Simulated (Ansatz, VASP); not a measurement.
# One calculation of TiAl, two programs

The input INCAR:

```
PREC = Accurate
ENCUT = 520
EDIFF = 1E-6
ISMEAR = 0
SIGMA = 0.1
LREAL = F
LASPH = T
NELM = 80
ALGO = Fast
ISIF = 2
LWAVE = F
LCHARG = F
NBANDS = 14
```

File KPOINTS:

```
Automatic mesh
0
Gamma
  8 8 8
```

The input POSCAR:

```
TiAl
1.0
    3.1790640000      0.0000000000      0.0000000000
    0.0000000000      3.1790640000      0.0000000000
    0.0000000000      0.0000000000      3.1790640000
Ti Al
1 1
Direct
    0.0000000000      0.0000000000      0.0000000000
    0.5000000000      0.5000000000      0.5000000000
```

Contents of input.yaml:

```yaml
crystal:
  lattice:
    - [3.179064, 0.0, 0.0]
    - [0.0, 3.179064, 0.0]
    - [0.0, 0.0, 3.179064]
  atoms:
    - { symbol: Ti, position: [0.0, 0.0, 0.0] }
    - { symbol: Al, position: [0.5, 0.5, 0.5] }
kpoints:
  mp_grid: { grid: [8, 8, 8] }
scf:
  occupations: { method: gaussian, width: 0.1 }
hamiltonian:
  xc: lda
  pseudopotentials: { kind: all_electron, lapw: { basis_error: 0.001 } }
output:
  forces: true
  stress: true
  eigenvalues: true
```

Alike in both runs: task single point; functional LDA; k mesh 8 × 8 × 8; occupations gaussian, width 0.1 eV; no spin polarisation.

|  | VASP | Ansatz |
| --- | --- | --- |
| version | VASP 6.6.1 | Ansatz 0.2.0 |
| potentials or method | VASP PAW LDA potentials, release 64 (Ti_sv, Al), cutoff 520 eV | all-electron LAPW, scalar-relativistic |

Ansatz gave:

* gap on the k mesh at the Fermi level (eV): none
* pressure (GPa): -5.9

What did VASP give for the same quantities?

gap on the k mesh at the Fermi level (eV): none; pressure (GPa): -5.7.

LDA's correlation is that of Perdew and Zunger in VASP and of Perdew and Wang (1992) in Ansatz. A gap of «none» marks a metal or a gap that the smearing closes. Ansatz ran all-electron here, and VASP with PAW potentials.
